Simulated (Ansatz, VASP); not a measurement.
Two plane-wave programs on Mo3W

```
CELL_PARAMETERS angstrom
5.05358 0.00000 0.00000
0.00000 5.05358 0.00000
0.00000 0.00000 5.05358
ATOMIC_POSITIONS crystal
Mo 0.25000 0.00000 0.50000
Mo 0.50000 0.75000 0.00000
Mo 0.75000 0.00000 0.50000
Mo 0.50000 0.25000 0.00000
Mo 0.00000 0.50000 0.75000
Mo 0.00000 0.50000 0.25000
W 0.00000 0.00000 0.00000
W 0.50000 0.50000 0.50000
```

Change from the starting cell: species swapped into the Zr3Au type (Pm-3n, No. 223).

Alike in both runs: functional PBE; k mesh 8 × 8 × 8; occupations gaussian, width 0.1 eV; no spin polarisation.

Ansatz relaxed the structure, and its values are those at the end. VASP's run is a single point on that final structure, the one shown.

```csv
,VASP,Ansatz
version,VASP 6.6.1,Ansatz 0.2.0
potentials or method,"VASP PAW PBE potentials, release 64 (Mo_sv, W_sv), cutoff 500 eV","scalar-relativistic, plane waves, PAW"
valence electrons in the cell,112,112
```

Ansatz gave:

- gap on the k mesh at the Fermi level (eV): none
- pressure (GPa): 0.0

**Question.** Which values does VASP return?

**Answer.** gap on the k mesh at the Fermi level (eV): none; pressure (GPa): 0.5.

A gap of «none» marks a metal or a gap that the smearing closes. With one functional, cell and mesh, what is left measures potentials, basis and numerics.

Spin-orbit coupling is off throughout.
